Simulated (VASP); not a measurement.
SnTe, 2 atoms in the cell. The structure is cubic, space group F-43m (No. 216). Conventional cell: a = 7.222 Å, b = 7.222 Å, c = 7.222 Å, α = 90.00°, β = 90.00°, γ = 90.00°. Sn (site symmetry -43m) has 4 Te at 3.13 Å within 4.1 Å. Within 4.1 Å of Te (site symmetry -43m) lie 4 Sn at 3.13 Å. 

- Program: VASP 6.6.1
- Task: single point
- Functional: PBE
- Potentials or basis: VASP PAW PBE potentials, release 64 (Sn_d, Te)
- Cutoff: 520 eV
- k mesh: 8 × 8 × 8
- Occupations: gaussian, width 0.03 eV
- Spin: no spin polarisation
- Dipole correction: no
- Further INCAR settings: ALGO = Normal; EDIFF = 1e-06; NBANDS = 17

Potentials or basis: VASP PAW PBE potentials, release 64 (Sn_d, Te).

Launch:

```bash
$ cat potpaw_PBE.64/Sn_d/POTCAR potpaw_PBE.64/Te/POTCAR > POTCAR
$ mpirun -np 1 vasp_std > vasp.out
```

Hardware: 1 thread of Intel(R) Xeon(R) 6975P-C (Granite Rapids), with other jobs on the host.

**Question.** How long does it take, and how much memory?

**Answer.** Wall time 24 s on 1 thread of Intel(R) Xeon(R) 6975P-C (Granite Rapids), on a shared host, peak memory 0.25 GiB. Counts: scf iterations 12, k points 29.
